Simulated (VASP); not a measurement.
# Ru6F in VASP: notebook

Runs on Ru6F. Level: PBE. Tasks: single point.

Everything below comes from runs of VASP 6.6.1. Logs are shortened: lines on timing, memory, paths and dates and some standing lists are left out, and cuts for length are marked.

### Step 1. The cell of the first run

The cell holds a slab with vacuum, 7 atoms: a = 2.720 Å, b = 4.297 Å, c = 20.838 Å, α = 90.00°, β = 90.00°, γ = 90.00°.

### Step 2. Single point, PBE

Input file INCAR:

```
SYSTEM = Ru6F
PREC     = Accurate       ! precision mode
ENCUT    = 520            ! plane-wave cutoff, eV
EDIFF    = 1E-6           ! SCF threshold, eV
ISMEAR   = 0              ! smearing method
SIGMA    = 0.1            ! smearing width, eV
LREAL    = .False.        ! projectors in reciprocal space
LASPH    = .True.         ! aspherical terms in the spheres
NELM     = 100            ! most SCF steps
ALGO     = Normal         ! electronic algorithm
ISIF     = 2              ! what is computed and relaxed
LWAVE    = .False.        ! write WAVECAR
LCHARG   = .True.         ! write CHGCAR
LDIPOL   = .True.       
IDIPOL   = 3            
DIPOL    = 0.5 0.5 0.352
GGA      = PE             ! functional
LELF     = .True.         ! ELF
LVHAR    = .True.       
LVACPOTAV= .True.       
NBANDS   = 54             ! bands
```

Input file KPOINTS:

```
Automatic mesh
0
Gamma
  10 6 1
  0 0 0
```

Input file POSCAR:

```
Ru6F
1.0
    2.7197977462      0.0000000000      0.0000000000
    0.0000000000      4.2966597640      0.0000000000
    0.0000000000      0.0000000000     20.8383397922
Ru F
6 1
Direct
    0.0000000000      0.7500000000      0.1919538716
    0.5000000000      0.2500000000      0.2296314404
    0.5000000000      0.7500000000      0.3049865779
    0.0000000000      0.2500000000      0.3407382308
    0.0000000000      0.7500000000      0.4168575090
    0.5000000000      0.2500000000      0.4481326193
    0.6666666667      0.3500000000      0.5342552235
```

Potentials or basis: VASP PAW PBE potentials, release 64 (Ru_pv, F).

Run with:

```
> cat potpaw_PBE.64/Ru_pv/POTCAR potpaw_PBE.64/F/POTCAR > POTCAR
> mpirun -np 1 vasp_std > vasp.out
```

OUTCAR:

```text
SYSTEM = Ru6F
   PREC = Accurate
   ENCUT = 520
   EDIFF = 1E-6
   ISMEAR = 0
   LREAL = .False.
   LASPH = .True.
   NELM = 100
   ISIF = 2
   GGA = PE

 ion  position               nearest neighbor table
   1  0.000  0.750  0.192-   2 2.66   2 2.66   2 2.66   2 2.66   3 2.72   3 2.72
   2  0.500  0.250  0.230-   3 2.66   3 2.66   1 2.66   1 2.66   1 2.66   1 2.66   4 2.69   4 2.69

   3  0.500  0.750  0.305-   4 2.65   4 2.65   4 2.65   4 2.65   2 2.66   2 2.66   5 2.70   5 2.70
                             1 2.72   1 2.72
   4  0.000  0.250  0.341-   6 2.62   6 2.62   3 2.65   3 2.65   3 2.65   3 2.65   5 2.67   5 2.67
                             2 2.69   2 2.69
   5  0.000  0.750  0.417-   6 2.62   6 2.62   6 2.62   6 2.62   4 2.67   4 2.67   3 2.70   3 2.70

   6  0.500  0.250  0.448-   7 1.90   4 2.62   4 2.62   5 2.62   5 2.62   5 2.62   5 2.62
   7  0.667  0.350  0.534-   6 1.90

  LATTYP: Found a simple orthorhombic cell.
 ALAT       =     2.7197977462
 B/A-ratio  =     1.5797717937
 C/A-ratio  =     7.6617240460

  Lattice vectors:

 A1 = (   2.7197977462,   0.0000000000,   0.0000000000)
 A2 = (   0.0000000000,   4.2966597640,   0.0000000000)
 A3 = (   0.0000000000,   0.0000000000,  20.8383397922)

Analysis of symmetry for initial positions (statically):
=====================================================================
 Subroutine PRICEL returns:
 Original cell was already a primitive cell.

 Routine SETGRP: Setting up the symmetry group for a
 simple orthorhombic supercell.

 Subroutine GETGRP returns: Found  1 space group operations
 (whereof  1 operations were pure point group operations)
 out of a pool of  8 trial point group operations.

The static configuration has the point symmetry C_1 .

Analysis of symmetry for dynamics (positions and initial velocities):
=====================================================================
 Subroutine PRICEL returns:
 Original cell was already a primitive cell.

 Routine SETGRP: Setting up the symmetry group for a
 simple orthorhombic supercell.

 Subroutine GETGRP returns: Found  1 space group operations
 (whereof  1 operations were pure point group operations)
 out of a pool of  8 trial point group operations.

The dynamic configuration has the point symmetry C_1 .

 Subroutine INISYM returns: Found  1 space group operations
 (whereof  1 operations are pure point group operations),
 and found     1 'primitive' translations

----------------------------------------------------------------------------------------

                                     Primitive cell

  volume of cell :     243.5178

  direct lattice vectors                    reciprocal lattice vectors
     2.719797746  0.000000000  0.000000000     0.367674398  0.000000000  0.000000000
     0.000000000  4.296659764  0.000000000     0.000000000  0.232738931  0.000000000
     0.000000000  0.000000000 20.838339792     0.000000000  0.000000000  0.047988468

  length of vectors
     2.719797746  4.296659764 20.838339792     0.367674398  0.232738931  0.047988468

  position of ions in fractional coordinates (direct lattice)
     0.000000000  0.750000000  0.191953872
     0.500000000  0.250000000  0.229631440
     0.500000000  0.750000000  0.304986578
     0.000000000  0.250000000  0.340738231
     0.000000000  0.750000000  0.416857509
     0.500000000  0.250000000  0.448132619
     0.666666667  0.350000000  0.534255223

  ion indices of the primitive-cell ions
   primitive index   ion index
                 1           1
                 2           2
                 3           3
                 4           4
                 5           5
                 6           6
                 7           7

----------------------------------------------------------------------------------------

 KPOINTS: Automatic mesh

Automatic generation of k-mesh.
 Grid dimensions read from file:
 generate k-points for:   10    6    1

 Generating k-lattice:

  Cartesian coordinates                     Fractional coordinates (reciprocal lattice)
     0.036767440  0.000000000  0.000000000     0.100000000  0.000000000  0.000000000
     0.000000000  0.038789822  0.000000000     0.000000000  0.166666667  0.000000000
     0.000000000  0.000000000  0.047988468     0.000000000  0.000000000  1.000000000

  Length of vectors
     0.036767440  0.038789822  0.047988468

  Shift w.r.t. Gamma in fractional coordinates (k-lattice)
     0.000000000  0.000000000  0.000000000

 Subroutine IBZKPT returns following result:
 ===========================================

 Found     32 irreducible k-points:

 Following reciprocal coordinates:
            Coordinates               Weight
  0.000000  0.000000  0.000000      1.000000
  0.100000  0.000000  0.000000      2.000000
  0.200000  0.000000  0.000000      2.000000
  0.300000  0.000000  0.000000      2.000000
  0.400000  0.000000  0.000000      2.000000
  0.500000  0.000000  0.000000      1.000000
[... 16 lines left out ...]
  0.300000 -0.333333  0.000000      2.000000
  0.400000  0.333333  0.000000      2.000000
 [... further k-points ...]
   k-points           NKPTS =     32   k-points in BZ     NKDIM =     32   number of bands    NBANDS=     54
   number of dos      NEDOS =    301   number of ions     NIONS =      7
   total plane-waves  NPLWV = 102400
   dimension x,y,z NGX =    20 NGY =   32 NGZ =  160
   dimension x,y,z NGXF=    40 NGYF=   64 NGZF=  320
   ions per type =               6   1
   NGX,Y,Z   is equivalent  to a cutoff of  12.22, 12.38, 12.76 a.u.
   NGXF,Y,Z  is equivalent  to a cutoff of  24.45, 24.76, 25.53 a.u.
 SYSTEM =  Ru6F
   PREC   = accura    normal or accurate (medium, high low for compatibility)
   ISTART =      0    job   : 0-new  1-cont  2-samecut
   ICHARG =      2    charge: 1-file 2-atom 10-const
   ISPIN  =      1    spin polarized calculation?
   LNONCOLLINEAR =      F non collinear calculations
   LSORBIT =      F    spin-orbit coupling
   LASPH  =      T    aspherical Exc in radial PAW
   ENCUT  =  520.0 eV  38.22 Ry    6.18 a.u.   5.06  7.99 38.75*2*pi/ulx,y,z
   NELM   =    100;   NELMIN=  2; NELMDL= -5     # of ELM steps
   EDIFF  = 0.1E-05   stopping-criterion for ELM
   LREAL  =      F    real-space projection
   EDIFFG = 0.1E-04   stopping-criterion for IOM
   NSW    =      0    number of steps for IOM
   IBRION =     -1    ionic relax: 0-MD 1-quasi-New 2-CG
   NFREE  =      0    steps in history (QN), initial steepest desc. (CG)
   ISIF   =      2    stress and relaxation
   ISYM   =      2    0-nonsym 1-usesym 2-fastsym
   POTIM  = 0.5000    time-step for ionic-motion
   TEBEG  =    0.0;   TEEND  =   0.0 temperature during run
   PSTRESS=    0.0 pullay stress
   NELECT =      91.0000    total number of electrons
   NUPDOWN=      -1.0000    fix difference up-down
   EMIN   =  10.00;   EMAX   =-10.00  energy-range for DOS
   EFERMI =   0.00;   METHOD = LEGACY
   ISMEAR =     0;   SIGMA  =   0.10  broadening in eV -4-tet -1-fermi 0-gaus
   EFERMI_NEDOS =   21; number of points for ismear=-14 and -15
   IALGO  =     38    algorithm
   IMIX   =      4    mixing-type and parameters
     AMIX     =   0.40;   BMIX     =  1.00
     AMIX_MAG =   1.60;   BMIX_MAG =  1.00
  volume/ion in A,a.u.               =      34.79       234.76
  Fermi-wavevector in a.u.,A,eV,Ry     =   1.179175  2.228318 18.918283  1.390455
  Thomas-Fermi vector in A             =   2.315491
   LORBIT       =      0    0 simple, 1 ext, 2 COOP (PROOUT), +10 PAW based schemes
   GGA     = PE    functional components
   LHFCALC =     F    Hartree Fock is set to
   AEXX    =    0.0000 exact exchange contribution
   IVDW    =     0    specifies the selected vdW correction
   LEPSILON=     F    determine dielectric tensor
   LRPA    =     F    only Hartree local field effects (RPA)
 non-spin polarized calculation
 Gauss-broadening in eV      SIGMA  =   0.10
  energy-cutoff  :      520.00
  volume of cell :      243.52
 maximum number of plane-waves:      6614
   NGX = 11   NGY = 15   NGZ = 77

 dipolmoment           0.000000      0.000000     -0.141952 electrons x Angstroem

 number of electron      91.0000044 magnetization

 dipolmoment           0.000000      0.000000      0.193510 electrons x Angstroem

 Free energy of the ion-electron system (eV)
  ---------------------------------------------------
  ext. energy  EPLUGINS =         0.00000000
  ---------------------------------------------------
  free energy    TOTEN  =       -55.58835396 eV

  energy without entropy =      -55.55023286  energy(sigma->0) =      -55.56929341

 E-fermi :   0.4974     XC(G=0):  -6.0472

 val. band max:        0.4888667737   @ k =   0.5000   0.3333   0.0000
 cond. band min:       0.4993772047   @ k =   0.3000   0.0000   0.0000
 fundamental gap:      0.0105104310
 Fermi energy:         0.4973788836

 k-point     1 :       0.0000    0.0000    0.0000
  band No.  band energies     occupation
      1     -43.1762      2.00000
      2     -43.0912      2.00000
      3     -42.9475      2.00000
      4     -42.7885      2.00000
      5     -42.6324      2.00000
      6     -42.5980      2.00000
[... 46 lines left out ...]
     53       1.9090      0.00000
     54       2.3243      0.00000

 k-point     2 :       0.1000    0.0000    0.0000
  band No.  band energies     occupation
      1     -43.1545      2.00000
      2     -43.0768      2.00000
      3     -42.9270      2.00000
      4     -42.7787      2.00000
      5     -42.6395      2.00000
      6     -42.6116      2.00000
[... 46 lines left out ...]
     53       2.1762      0.00000
     54       2.2411      0.00000
[... 1195 lines left out ...]
     53       2.0373      0.00000
     54       2.4050      0.00000

 k-point    24 :       0.4000    0.3333    0.0000
  band No.  band energies     occupation
      1     -43.1366      2.00000
      2     -43.0704      2.00000
      3     -43.0039      2.00000
      4     -42.9241      2.00000
      5     -42.8172      2.00000
      6     -42.7325      2.00000
[... 46 lines left out ...]
     53       2.3309      0.00000
     54       2.7374      0.00000

 [... further k-points ...]

------------------------ aborting loop because EDIFF is reached ----------------------------------------

  FORCE on cell =-STRESS in cart. coord.  units (eV):
  Direction    XX          YY          ZZ          XY          YZ          ZX
  --------------------------------------------------------------------------------------
  -------------------------------------------------------------------------------------
  Total       -3.0332617     -3.4910522     -0.0045885     -0.2024047     -0.2292688      0.0838158
  in kB      -19.9567480    -22.9686908     -0.0301894     -1.3316821     -1.5084289      0.5514497
  external PRESSURE =     -14.3185427 kB  Pullay stress =       0.0000000 kB

 VOLUME and BASIS-vectors are now :
 -----------------------------------------------------------------------------
  energy-cutoff  :      520.00
  volume of cell :      243.52
      direct lattice vectors                 reciprocal lattice vectors
     2.719797746  0.000000000  0.000000000     0.367674398  0.000000000  0.000000000
     0.000000000  4.296659764  0.000000000     0.000000000  0.232738931  0.000000000
     0.000000000  0.000000000 20.838339792     0.000000000  0.000000000  0.047988468

 POSITION                                       TOTAL-FORCE (eV/Angst)
 -----------------------------------------------------------------------------------
      0.00000      3.22249      4.00000         0.005934     -0.000667      1.002912
      1.35990      1.07416      4.78514        -0.060988     -0.025317     -0.809682
      1.35990      3.22249      6.35541         0.005896     -0.049536     -0.180551
      0.00000      1.07416      7.10042        -0.264925      0.069527     -0.237971
      0.00000      3.22249      8.68662         0.216165      0.480717     -0.788103
      1.35990      1.07416      9.33834         0.429574     -0.460033      0.913785
      1.81320      1.50383     11.13299        -0.331656     -0.014690      0.099611
 -----------------------------------------------------------------------------------
    total drift:                                0.000462      0.000180     -0.000028

  FREE ENERGIE OF THE ION-ELECTRON SYSTEM (eV)
  ---------------------------------------------------
  free  energy   TOTEN  =       -55.5883539578 eV

  energy  without entropy=      -55.5502328587  energy(sigma->0) =      -55.56929341

 vacuum level on the upper side and lower side of the slab         8.183         5.187
```

Wall time 8.1 min (1 thread of Intel Xeon 6975P-C (Granite Rapids), shared host); peak memory 0.48 GiB.

What came out:

| Property | Result |
| --- | --- |
| Free energy | -55.5884 eV |
| Largest force | 1.110 eV/Å |
| Band gap on the k mesh | zero (an odd number of electrons rules out a gap without spin polarisation) |

Forces in eV/Å, atoms in the order of the input:
```
Ru   0.006 -0.001  1.003
Ru  -0.061 -0.025 -0.810
Ru   0.006 -0.050 -0.181
Ru  -0.265  0.070 -0.238
Ru   0.216  0.481 -0.788
Ru   0.430 -0.460  0.914
F   -0.332 -0.015  0.100
```

Caveat: an odd number of electrons without spin polarisation forces a metal; a magnetic or distorted state may lie lower.

### Step 3. Single point, PBE

Input file INCAR:

```
PREC = Accurate ; ENCUT = 520
EDIFF = 1E-7 ; ISMEAR = 0
SIGMA = 0.1 ; LREAL = F
LASPH = T ; NELM = 60
ALGO = Normal ; ISIF = 2
LWAVE = F ; LCHARG = F
LDIPOL = T ; IDIPOL = 3
DIPOL = 0.5 0.5 0.350 ; GGA = PE
NBANDS = 54
```

Input file KPOINTS:

```
regular mesh
0
Gamma
  10 6 1
```

Changes to POSCAR since step 2:

```diff
@@ -14,2 +14,2 @@
     0.5000000000      0.2500000000      0.4481326193
-    0.6666666667      0.3500000000      0.5342552235
+    0.6666666667      0.5500000000      0.5173876853
```

Potentials or basis: VASP PAW PBE potentials, release 64 (Ru_pv, F).

Run with:

```
> cat potpaw_PBE.64/Ru_pv/POTCAR potpaw_PBE.64/F/POTCAR > POTCAR
> mpirun -np 1 vasp_std > vasp.out
```

OUTCAR:

```text
PREC = Accurate
   ENCUT = 520
   EDIFF = 1E-7
   ISMEAR = 0
   LREAL = F
   LASPH = T
   NELM = 60
   ISIF = 2
   GGA = PE

 ion  position               nearest neighbor table
   1  0.000  0.750  0.192-   2 2.66   2 2.66   2 2.66   2 2.66   3 2.72   3 2.72
   2  0.500  0.250  0.230-   3 2.66   3 2.66   1 2.66   1 2.66   1 2.66   1 2.66   4 2.69   4 2.69

   3  0.500  0.750  0.305-   4 2.65   4 2.65   4 2.65   4 2.65   2 2.66   2 2.66   5 2.70   5 2.70
                             1 2.72   1 2.72
   4  0.000  0.250  0.341-   6 2.62   6 2.62   3 2.65   3 2.65   3 2.65   3 2.65   5 2.67   5 2.67
                             2 2.69   2 2.69
   5  0.000  0.750  0.417-   7 2.44   6 2.62   6 2.62   6 2.62   6 2.62   4 2.67   4 2.67   3 2.70
                             3 2.70
[... 1589 lines left out ...]
  external PRESSURE =     -14.6750906 kB  Pullay stress =       0.0000000 kB

 VOLUME and BASIS-vectors are now :
 -----------------------------------------------------------------------------
  energy-cutoff  :      520.00
  volume of cell :      243.52
      direct lattice vectors                 reciprocal lattice vectors
     2.719797746  0.000000000  0.000000000     0.367674398  0.000000000  0.000000000
     0.000000000  4.296659764  0.000000000     0.000000000  0.232738931  0.000000000
     0.000000000  0.000000000 20.838339792     0.000000000  0.000000000  0.047988468

 POSITION                                       TOTAL-FORCE (eV/Angst)
 -----------------------------------------------------------------------------------
      0.00000      3.22249      4.00000         0.022773     -0.006275      0.919541
      1.35990      1.07416      4.78514        -0.018956     -0.009386     -0.565820
      1.35990      3.22249      6.35541        -0.034049     -0.030411     -0.134147
      0.00000      1.07416      7.10042        -0.047806      0.037167     -0.084144
      0.00000      3.22249      8.68662        -0.149805      0.595701     -0.505885
      1.35990      1.07416      9.33834         0.223645     -0.674922      0.312899
      1.81320      2.36316     10.78150         0.004198      0.088126      0.057556
 -----------------------------------------------------------------------------------
    total drift:                               -0.000222      0.000835      0.000190

  FREE ENERGIE OF THE ION-ELECTRON SYSTEM (eV)
  ---------------------------------------------------
  free  energy   TOTEN  =       -55.5939285330 eV

  energy  without entropy=      -55.5526272032  energy(sigma->0) =      -55.57327787

 vacuum level on the upper side and lower side of the slab         7.491         5.472
```

OSZICAR:

```text
N       E                     dE             d eps       ncg     rms          rms(c)
DAV:   1     0.960825454588E+03    0.96083E+03   -0.56343E+04  4432   0.158E+03
DAV:   2    -0.142002007479E+02   -0.97503E+03   -0.94584E+03  3766   0.466E+02
DAV:   3    -0.589119976066E+02   -0.44712E+02   -0.43051E+02  4586   0.894E+01
[... 25 lines left out ...]
DAV:  29    -0.555939259326E+02   -0.24562E-05   -0.49626E-08  2060   0.802E-04    0.667E-04
DAV:  30    -0.555939278214E+02   -0.18887E-05   -0.39230E-08  1994   0.733E-04    0.533E-04
DAV:  31    -0.555939281963E+02   -0.37491E-06   -0.12900E-08  1890   0.518E-04    0.286E-04
DAV:  32    -0.555939284490E+02   -0.25271E-06   -0.57166E-09  1776   0.313E-04    0.120E-04
DAV:  33    -0.555939285330E+02   -0.84043E-07   -0.22153E-09  1752   0.168E-04
   1 F= -.55593929E+02 E0= -.55573278E+02  d E =-.413013E-01
```

It took 8.5 min on 1 thread of Intel Xeon 6975P-C (Granite Rapids), shared host; peak memory 0.48 GiB.

Results:

```yaml
Free_energy: -55.5939 eV
Largest_force: 0.920 eV/Å
Band_gap_on_the_k_mesh: zero (an odd number of electrons rules out a gap without spin polarisation)
```

Forces on the atoms (eV/Å):
```
Ru   0.023 -0.006  0.920
Ru  -0.019 -0.009 -0.566
Ru  -0.034 -0.030 -0.134
Ru  -0.048  0.037 -0.084
Ru  -0.150  0.596 -0.506
Ru   0.224 -0.675  0.313
F    0.004  0.088  0.058
```

Caveat: an odd number of electrons without spin polarisation forces a metal; a magnetic or distorted state may lie lower.
